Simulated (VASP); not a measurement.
Set up this calculation in VASP 6.6.1, as the native input.

- Task: single point
- Functional: r2SCAN
- Potentials or basis: VASP PAW PBE potentials, release 64 (Cs_sv)
- Cutoff: 520 eV
- k mesh: 10 × 10 × 10
- Occupations: gaussian, width 0.05 eV
- Spin: no spin polarisation
- Dipole correction: no
- Further INCAR settings: ALGO = Normal; EDIFF = 1e-06; NBANDS = 10

The system is Cs.

```
Cs
1.0
    -3.09382    3.09382    3.09382
     3.09382   -3.09382    3.09382
     3.09382    3.09382   -3.09382
Cs
1
Direct
  0.00000 0.00000 0.00000
```

These files were run (other wordings do the same):

POSCAR

```
Cs
1.0
   -3.0938237591      3.0938237591      3.0938237591
    3.0938237591     -3.0938237591      3.0938237591
    3.0938237591      3.0938237591     -3.0938237591
Cs
1
Direct
    0.0000000000      0.0000000000      0.0000000000
```

INCAR.step1

```
SYSTEM = Cs
PREC = Accurate
ENCUT = 520
ISMEAR = 0
SIGMA = 0.05
LREAL = .False.
LASPH = .True.
NELM = 60
NBANDS = 10
GGA = PE
ALGO = Normal
EDIFF = 1E-4
LWAVE = .True.
LCHARG = .False.
```

INCAR.step2

```
SYSTEM = Cs
PREC = Accurate
ENCUT = 520
EDIFF = 1E-6
ISMEAR = 0
SIGMA = 0.05
LREAL = .False.
LASPH = .True.
NELM = 60
ALGO = Normal
ISIF = 2
LWAVE = .False.
LCHARG = .False.
METAGGA = R2SCAN
LMIXTAU = .True.
NBANDS = 10
ISTART = 1
```

KPOINTS

```
Automatic mesh
0
Gamma
  10 10 10
  0 0 0
```

Potentials or basis: VASP PAW PBE potentials, release 64 (Cs_sv).

The run is started by

```console
$ cat potpaw_PBE.64/Cs_sv/POTCAR > POTCAR
$ cp INCAR.step1 INCAR
$ mpirun -np 1 vasp_std > vasp.out
$ cp INCAR.step2 INCAR
$ mpirun -np 1 vasp_std > vasp.out
```

Results of the run:

```
Pressure               : 0.1 GPa
Band gap on the k mesh : zero (an odd number of electrons rules out a gap without spin polarisation)
```

Caveat: the PAW data sets were made with another functional, which shifts forces and pressure a little; spin-orbit coupling is left out, which moves the levels of the heavy elements.

It took 100 s on 1 thread of Intel(R) Xeon(R) 6975P-C (Granite Rapids), on a shared host, peak memory 0.27 GiB.
